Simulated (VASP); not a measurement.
# PbO in VASP: a series of runs

Runs on PbO. Level: PBE. Tasks: single point.

All numbers are computed with VASP 6.6.1; they aren't measurements. Logs are shortened: lines on timing, memory, paths and dates and some standing lists are left out, and cuts for length are marked.

## Step 1: The cell of the first run

Symmetry: P4/nmm, No. 129, tetragonal system. The conventional cell has a = 3.871 Å, b = 3.871 Å, c = 4.816 Å, α = 90.00°, β = 90.00°, γ = 90.00°. Pb (site symmetry 4mm) has 4 O at 2.43 Å within 3.2 Å. Within 3.2 Å of O (site symmetry -4m2) lie 4 Pb at 2.43 Å and 4 O at 2.74 Å.

## Step 2: Single point, PBE (strained)

Contents of INCAR:

```
SYSTEM = PbO
PREC = Accurate ; ENCUT = 520
EDIFF = 1E-6 ; ISMEAR = 0
SIGMA = 0.02 ; LREAL = .False.
LASPH = .True. ; NELM = 60
ALGO = Normal ; ISIF = 2
LWAVE = .False. ; LCHARG = .True.
GGA = PE ; LELF = .True.
LVHAR = .True. ; NBANDS = 28
```

Contents of KPOINTS:

```
regular mesh
0
Gamma
  8 8 6
  0 0 0
```

Contents of POSCAR:

```
PbO
1.0
    3.8712245760      0.0000000000      0.0000000000
    0.0000000000      3.8712245760      0.0000000000
    0.0000000000      0.0000000000      4.8162988800
Pb O
2 2
Direct
    0.0000000000      0.5000000000      0.3055009141
    0.5000000000      0.0000000000      0.6944990859
    0.0000000000      0.0000000000      0.0000000000
    0.5000000000      0.5000000000      0.0000000000
```

Potentials or basis: VASP PAW PBE potentials, release 64 (Pb_d, O).

Run with:

```bash
cat potpaw_PBE.64/Pb_d/POTCAR potpaw_PBE.64/O/POTCAR > POTCAR
mpirun -np 1 vasp_std > vasp.out
```

OUTCAR:

```text
SYSTEM = PbO
   PREC = Accurate
   ENCUT = 520
   EDIFF = 1E-6
   ISMEAR = 0
   LREAL = .False.
   LASPH = .True.
   NELM = 60
   ISIF = 2
   GGA = PE

 ion  position               nearest neighbor table
   1  0.000  0.500  0.306-   3 2.43   4 2.43   3 2.43   4 2.43   2 3.32   2 3.32   2 3.32   2 3.32
                             2 4.02   2 4.02   2 4.02   2 4.02
   2  0.500  0.000  0.694-   3 2.43   4 2.43   4 2.43   3 2.43   1 3.32   1 3.32   1 3.32   1 3.32
                             1 4.02   1 4.02   1 4.02   1 4.02
   3  0.000  0.000  0.000-   1 2.43   2 2.43   1 2.43   2 2.43
   4  0.500  0.500  0.000-   1 2.43   2 2.43   2 2.43   1 2.43

  LATTYP: Found a simple tetragonal cell.
 ALAT       =     3.8712245760
 C/A-ratio  =     1.2441279976

  Lattice vectors:

 A1 = (   3.8712245760,   0.0000000000,   0.0000000000)
 A2 = (   0.0000000000,   3.8712245760,   0.0000000000)
 A3 = (   0.0000000000,   0.0000000000,   4.8162988800)

Analysis of symmetry for initial positions (statically):
=====================================================================
 Subroutine PRICEL returns:
 Original cell was already a primitive cell.

 Routine SETGRP: Setting up the symmetry group for a
 simple tetragonal supercell.

 Subroutine GETGRP returns: Found 16 space group operations
 (whereof  8 operations were pure point group operations)
 out of a pool of 16 trial point group operations.

The static configuration has the point symmetry D_2d.
 The point group associated with its full space group is D_4h.

Analysis of symmetry for dynamics (positions and initial velocities):
=====================================================================
 Subroutine PRICEL returns:
 Original cell was already a primitive cell.

 Routine SETGRP: Setting up the symmetry group for a
 simple tetragonal supercell.

 Subroutine GETGRP returns: Found 16 space group operations
 (whereof  8 operations were pure point group operations)
 out of a pool of 16 trial point group operations.

The dynamic configuration has the point symmetry D_2d.
 The point group associated with its full space group is D_4h.

 Subroutine INISYM returns: Found 16 space group operations
 (whereof  8 operations are pure point group operations),
 and found     1 'primitive' translations

----------------------------------------------------------------------------------------

[... 95 lines left out ...]
   NELM   =     60;   NELMIN=  2; NELMDL= -5     # of ELM steps
   EDIFF  = 0.1E-05   stopping-criterion for ELM
   LREAL  =      F    real-space projection
   EDIFFG = 0.1E-04   stopping-criterion for IOM
   NSW    =      0    number of steps for IOM
   IBRION =     -1    ionic relax: 0-MD 1-quasi-New 2-CG
   NFREE  =      0    steps in history (QN), initial steepest desc. (CG)
   ISIF   =      2    stress and relaxation
   ISYM   =      2    0-nonsym 1-usesym 2-fastsym
   POTIM  = 0.5000    time-step for ionic-motion
   TEBEG  =    0.0;   TEEND  =   0.0 temperature during run
   PSTRESS=    0.0 pullay stress
   NELECT =      40.0000    total number of electrons
   NUPDOWN=      -1.0000    fix difference up-down
   EMIN   =  10.00;   EMAX   =-10.00  energy-range for DOS
   EFERMI =   0.00;   METHOD = LEGACY
   ISMEAR =     0;   SIGMA  =   0.02  broadening in eV -4-tet -1-fermi 0-gaus
   EFERMI_NEDOS =   21; number of points for ismear=-14 and -15
   IALGO  =     38    algorithm
   IMIX   =      4    mixing-type and parameters
     AMIX     =   0.40;   BMIX     =  1.00
     AMIX_MAG =   1.60;   BMIX_MAG =  1.00
  volume/ion in A,a.u.               =      18.04       121.77
  Fermi-wavevector in a.u.,A,eV,Ry     =   1.344698  2.541111 24.602229  1.808213
  Thomas-Fermi vector in A             =   2.472671
   LORBIT       =      0    0 simple, 1 ext, 2 COOP (PROOUT), +10 PAW based schemes
   GGA     = PE    functional components
   LHFCALC =     F    Hartree Fock is set to
   AEXX    =    0.0000 exact exchange contribution
   IVDW    =     0    specifies the selected vdW correction
   LEPSILON=     F    determine dielectric tensor
   LRPA    =     F    only Hartree local field effects (RPA)
 non-spin polarized calculation
 Gauss-broadening in eV      SIGMA  =   0.02
  energy-cutoff  :      520.00
  volume of cell :       72.18
 maximum number of plane-waves:      1968
 NGX is ok and might be reduce to    30
   NGX = 15   NGY = 15   NGZ = 17

 number of electron      40.0000000 magnetization

 Free energy of the ion-electron system (eV)
  ---------------------------------------------------
  ext. energy  EPLUGINS =         0.00000000
  ---------------------------------------------------
  free energy    TOTEN  =       -20.20282144 eV

  energy without entropy =      -20.20268749  energy(sigma->0) =      -20.20275446

 E-fermi :   5.9572     XC(G=0): -10.5353

 val. band max:        5.9405165023   @ k =   0.5000   0.5000   0.0000
 cond. band min:       6.0147511717   @ k =   0.0000   0.0000   0.0000
 fundamental gap:      0.0742346694
 Fermi energy:         5.9572201084

 k-point     1 :       0.0000    0.0000    0.0000
  band No.  band energies     occupation
      1     -11.5810      2.00000
      2     -11.2017      2.00000
      3     -10.3662      2.00000
      4     -10.3628      2.00000
      5     -10.3628      2.00000
      6     -10.3221      2.00000
[... 733 lines left out ...]
     27      15.5340      0.00000
     28      15.5340      0.00000

 [... further k-points ...]

------------------------ aborting loop because EDIFF is reached ----------------------------------------

  FORCE on cell =-STRESS in cart. coord.  units (eV):
  Direction    XX          YY          ZZ          XY          YZ          ZX
  --------------------------------------------------------------------------------------
  -------------------------------------------------------------------------------------
  Total        2.2330375      2.2330375     -6.3106707      0.0000000      0.0000000      0.0000000
  in kB       49.5674338     49.5674338   -140.0799368      0.0000000      0.0000000      0.0000000
  external PRESSURE =     -13.6483564 kB  Pullay stress =       0.0000000 kB

 VOLUME and BASIS-vectors are now :
 -----------------------------------------------------------------------------
  energy-cutoff  :      520.00
  volume of cell :       72.18
      direct lattice vectors                 reciprocal lattice vectors
     3.871224576  0.000000000  0.000000000     0.258316194  0.000000000  0.000000000
     0.000000000  3.871224576  0.000000000     0.000000000  0.258316194  0.000000000
     0.000000000  0.000000000  4.816298880     0.000000000  0.000000000  0.207628311

 POSITION                                       TOTAL-FORCE (eV/Angst)
 -----------------------------------------------------------------------------------
      0.00000      1.93561      1.47138         0.000000      0.000000     -3.746632
      1.93561      0.00000      3.34492         0.000000      0.000000      3.746632
      0.00000      0.00000      0.00000         0.000000     -0.000000      0.000000
      1.93561      1.93561      0.00000         0.000000      0.000000      0.000000
 -----------------------------------------------------------------------------------
    total drift:                                0.000000      0.000000     -0.000000

  FREE ENERGIE OF THE ION-ELECTRON SYSTEM (eV)
  ---------------------------------------------------
  free  energy   TOTEN  =       -20.2028214394 eV

  energy  without entropy=      -20.2026874892  energy(sigma->0) =      -20.20275446
```

OSZICAR:

```text
N       E                     dE             d eps       ncg     rms          rms(c)
DAV:   1     0.463402451710E+03    0.46340E+03   -0.19784E+04  3360   0.176E+03
DAV:   2     0.352502930472E+02   -0.42815E+03   -0.41162E+03  3456   0.463E+02
DAV:   3    -0.224694310036E+02   -0.57720E+02   -0.55837E+02  4228   0.180E+02
DAV:   4    -0.250615805882E+02   -0.25921E+01   -0.25804E+01  3936   0.395E+01
DAV:   5    -0.251375845839E+02   -0.76004E-01   -0.75993E-01  3944   0.734E+00    0.124E+01
DAV:   6    -0.208050314718E+02    0.43326E+01   -0.29667E+01  5148   0.392E+01    0.729E+00
DAV:   7    -0.202576836656E+02    0.54735E+00   -0.49723E+00  4496   0.161E+01    0.234E+00
DAV:   8    -0.202213719523E+02    0.36312E-01   -0.43901E-01  4056   0.436E+00    0.118E+00
DAV:   9    -0.202069681805E+02    0.14404E-01   -0.12614E-01  4524   0.331E+00    0.466E-01
DAV:  10    -0.202034339267E+02    0.35343E-02   -0.51307E-02  4900   0.214E+00    0.254E-01
DAV:  11    -0.202027835276E+02    0.65040E-03   -0.47184E-03  4580   0.478E-01    0.692E-02
DAV:  12    -0.202028454472E+02   -0.61920E-04   -0.61525E-04  4404   0.200E-01    0.226E-02
DAV:  13    -0.202028213571E+02    0.24090E-04   -0.13328E-04  4664   0.130E-01    0.710E-03
DAV:  14    -0.202028217728E+02   -0.41569E-06   -0.15501E-05  4528   0.334E-02    0.417E-03
DAV:  15    -0.202028214394E+02    0.33337E-06   -0.15428E-06  2872   0.102E-02
   1 F= -.20202821E+02 E0= -.20202754E+02  d E =-.133950E-03
```

It took 46 s on 1 thread of Intel Xeon 6975P-C (Granite Rapids), shared host; peak memory 0.24 GiB.

Results:

```yaml
Free_energy: -20.2028 eV
Pressure: -1.4 GPa
Largest_force: 3.747 eV/Å
Band_gap_on_the_k_mesh: zero (band 20 reaches 6.01 eV, above the bottom of band 21 at 5.94 eV)
```

Forces in eV/Å, atoms in the order of the input:
```
Pb   0.000  0.000 -3.747
Pb   0.000  0.000  3.747
O    0.000  0.000  0.000
O    0.000  0.000  0.000
```

Caveat: the cell differs from its parent crystal (strained); spin-orbit coupling is left out, which moves the levels of the heavy elements; forces of over 1 eV/Å act on the atoms, so gaps and moduli don't describe the material at rest.

## Step 3: Single point, PBE (strained and its atoms moved)

Contents of INCAR:

```
PREC = Accurate
ENCUT = 520
EDIFF = 1E-6
ISMEAR = 0
SIGMA = 0.02
LREAL = F
LASPH = T
NELM = 100
ALGO = Normal
ISIF = 2
LWAVE = F
LCHARG = F
GGA = PE
NBANDS = 28
```

Contents of KPOINTS:

```
Automatic mesh
0
Gamma
  8 8 6
```

Contents of POSCAR:

```
PbO
1.0
    3.8303677440      0.0000000000      0.0000000000
    0.0000000000      3.8303677440      0.0000000000
    0.0000000000      0.0000000000      5.2919827200
Pb O
2 2
Direct
    0.0000000000      0.5000000000      0.2773405485
    0.5000000000      0.0000000000      0.7226594515
    0.0000000000      0.0000000000      0.0000000000
    0.5000000000      0.5000000000      0.0000000000
```

Potentials or basis: VASP PAW PBE potentials, release 64 (Pb_d, O).

Run with:

```bash
cat potpaw_PBE.64/Pb_d/POTCAR potpaw_PBE.64/O/POTCAR > POTCAR
mpirun -np 1 vasp_std > vasp.out
```

Run time: 41 s. Hardware: 1 thread of Intel Xeon 6975P-C (Granite Rapids), shared host; peak memory 0.24 GiB.

It converged, with:

```yaml
Free_energy: -20.5295 eV
Pressure: -2.8 GPa
Largest_force: 3.284 eV/Å
Band_gap_on_the_k_mesh: zero (band 20 reaches 5.42 eV, above the bottom of band 21 at 5.35 eV)
```

Forces on the atoms (eV/Å):
```
Pb   0.000  0.000 -3.284
Pb   0.000  0.000  3.284
O    0.000  0.000  0.000
O    0.000  0.000  0.000
```

Stress tensor (GPa, compression positive):
```
  3.20   0.00   0.00
  0.00   3.20   0.00
  0.00   0.00 -14.93
```

Levels at points of the mesh, in eV from the Fermi level:
| k point | band 16 | band 17 | band 18 | band 19 | band 20 | band 21 | band 22 | band 23 | band 24 | band 25 |
| --- | --- | --- | --- | --- | --- | --- | --- | --- | --- | --- |
| (0.00, 0.00, 0.00) | -3.34 | -1.46 | -0.50 | -0.50 | 0.05 | 2.89 | 4.53 | 4.53 | 6.42 | 6.42 |
| (0.50, 0.00, 0.00) | -3.22 | -1.99 | -1.99 | -1.83 | -1.83 | 2.89 | 2.89 | 6.08 | 6.08 | 7.13 |
| (0.50, 0.50, 0.00) | -3.11 | -2.26 | -2.26 | -0.12 | -0.12 | -0.02 | -0.02 | 4.33 | 4.33 | 6.80 |
| (0.00, 0.00, 0.50) | -3.14 | -1.95 | -1.48 | -0.55 | -0.55 | 3.23 | 3.23 | 3.43 | 4.60 | 7.86 |
| (0.50, 0.00, 0.50) | -3.14 | -1.96 | -1.96 | -1.26 | -1.26 | 2.35 | 2.35 | 5.80 | 5.80 | 7.64 |
| (0.50, 0.50, 0.50) | -3.85 | -2.76 | -2.76 | -0.02 | -0.02 | 2.26 | 2.26 | 4.12 | 4.12 | 5.67 |

Caveat: the cell differs from its parent crystal (strained and its atoms moved); spin-orbit coupling is left out, which moves the levels of the heavy elements; forces of over 1 eV/Å act on the atoms, so gaps and moduli don't describe the material at rest.

## Step 4: Single point, PBE (strained)

Contents of INCAR:

```
SYSTEM = PbO
PREC = Accurate ; ENCUT = 520
EDIFF = 1E-7 ; ISMEAR = 0
SIGMA = 0.02 ; LREAL = .False.
LASPH = .True. ; NELM = 100
ALGO = Normal ; ISIF = 2
LWAVE = .False. ; LCHARG = .False.
GGA = PE ; NBANDS = 28
```

Contents of KPOINTS:

```
regular mesh
0
Gamma
  8 8 6
  0 0 0
```

Contents of POSCAR:

```
PbO
1.0
    3.7890737280      0.0000000000      0.0000000000
    0.0000000000      3.7890737280      0.0000000000
    0.0000000000      0.0000000000      5.2398041400
Pb O
2 2
Direct
    0.0000000000      0.5000000000      0.2519962194
    0.5000000000      0.0000000000      0.7480037806
    0.0000000000      0.0000000000      0.0000000000
    0.5000000000      0.5000000000      0.0000000000
```

Run with:

```bash
cat potpaw_PBE.64/Pb_d/POTCAR potpaw_PBE.64/O/POTCAR > POTCAR
mpirun -np 1 vasp_std > vasp.out
```

Wall time 49 s (1 thread of Intel Xeon 6975P-C (Granite Rapids), shared host); peak memory 0.24 GiB.

The run converged. Its results:

| Item | Value |
| --- | --- |
| Free energy | -21.0922 eV |
| Pressure | 5.8 GPa |
| Largest force | 0.896 eV/Å |
| Band gap on the k mesh | 0.44 eV, indirect (least direct gap 1.28 eV) |

Forces on the atoms (eV/Å):
```
Pb   0.000  0.000 -0.896
Pb   0.000  0.000  0.896
O    0.000  0.000  0.000
O    0.000  0.000  0.000
```

Stress tensor (GPa, compression positive):
```
 9.36  0.00  0.00
 0.00  9.36  0.00
 0.00  0.00 -1.25
```

Levels at points of the mesh, in eV from the valence-band top:
```
           k point  band 16  band 17  band 18  band 19  band 20  band 21  band 22  band 23  band 24  band 25
(0.00, 0.00, 0.00)    -4.34    -2.01    -1.39    -1.39     0.00     2.64     5.28     5.28     5.78     6.33
(0.50, 0.00, 0.00)    -3.73    -2.94    -2.94    -2.28    -2.28     2.97     2.97     6.63     6.63     6.93
(0.50, 0.50, 0.00)    -3.93    -2.33    -2.33    -0.83    -0.83     0.44     0.44     4.61     4.61     7.08
(0.00, 0.00, 0.50)    -4.18    -2.05    -2.02    -1.43    -1.43     2.80     3.70     3.70     4.77     8.25
(0.50, 0.00, 0.50)    -3.94    -2.92    -2.92    -1.53    -1.53     2.51     2.51     6.32     6.32     7.52
(0.50, 0.50, 0.50)    -4.43    -2.79    -2.79    -0.84    -0.84     2.69     2.69     4.15     4.15     5.82
```

Caveat: the cell differs from its parent crystal (strained); spin-orbit coupling is left out, which moves the levels of the heavy elements.

(Part 1 of 2 ends here.)
